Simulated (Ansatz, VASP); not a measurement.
# YN in VASP and in Ansatz

Contents of INCAR:

```
PREC = Accurate ; ENCUT = 520
EDIFF = 1E-8 ; ISMEAR = -1
SIGMA = 0.03 ; LREAL = False
LASPH = True ; NELM = 120
ALGO = Normal ; ISIF = 2
LWAVE = False ; LCHARG = False
LEFG = True ; NBANDS = 15
GGA_COMPAT = False
```

Contents of KPOINTS:

```
regular mesh
0
Gamma
  9 9 9
```

The input POSCAR:

```
YN
1.0
    0.0000000000      2.4221337351      2.4221337351
    2.4221337351      0.0000000000      2.4221337351
    2.4221337351      2.4221337351      0.0000000000
Y N
1 1
Direct
    0.0000000000      0.0000000000      0.0000000000
    0.5000000000      0.5000000000      0.5000000000
```

Input for Ansatz:

```yaml
crystal:
  lattice:
    - [0.0, 2.4221337351, 2.4221337351]
    - [2.4221337351, 0.0, 2.4221337351]
    - [2.4221337351, 2.4221337351, 0.0]
  atoms:
    - { symbol: "Y", position: [0.0, 0.0, 0.0] }
    - { symbol: "N", position: [0.5, 0.5, 0.5] }
kpoints:
  mp_grid: { grid: [9, 9, 9] }
scf:
  occupations: { method: fermi_dirac, width: 0.03 }
hamiltonian:
  xc: lda
  pseudopotentials: { kind: paw }
output:
  forces: true
  stress: true
  eigenvalues: true
  efg: { contact_densities: true }
```

Change from the starting cell: volume scaled by 0.98, PAW files.

Alike in both runs: task electric field gradients; functional LDA; k mesh 9 × 9 × 9; occupations fermi-dirac, width 0.03 eV; no spin polarisation.

|  | VASP | Ansatz |
| --- | --- | --- |
| version | VASP 6.6.1 | Ansatz 0.2.0 |
| potentials or method | VASP PAW LDA potentials, release 64 (Y_sv, N) | PAW with Ansatz's default frozen-core files, scalar-relativistic |
| plane-wave cutoff (eV) | 520 | 420 |
| valence electrons in the cell | 16 | 16 |

|  | VASP | Ansatz | Ansatz less VASP |
| --- | --- | --- | --- |
| pressure (GPa) | -2.5 | -2.6 | -0.17 |

LDA's correlation is that of Perdew and Zunger in VASP and of Perdew and Wang (1992) in Ansatz.
